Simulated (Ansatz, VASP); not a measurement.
Two plane-wave programs on Sc

```
CELL_PARAMETERS angstrom
0.00000 2.23201 2.23201
2.23201 0.00000 2.23201
2.23201 2.23201 0.00000
ATOMIC_POSITIONS crystal
Sc 0.00000 0.00000 0.00000
```

Change from the starting cell: volume scaled by 0.95, PAW files.

Alike in both runs: task electric field gradients; functional PBE; k mesh 15 × 15 × 15; occupations fermi-dirac, width 0.03 eV; no spin polarisation.

|  | VASP | Ansatz |
| --- | --- | --- |
| version | VASP 6.6.1 | Ansatz 0.2.0 |
| potentials or method | VASP PAW PBE potentials, release 64 (Sc_sv) | PAW with Ansatz's default frozen-core files, scalar-relativistic |
| plane-wave cutoff (eV) | 520 | 420 |
| valence electrons in the cell | 11 | 11 |

```csv
,VASP,Ansatz,Ansatz less VASP
pressure (GPa),6.2,6.2,-0.05
```
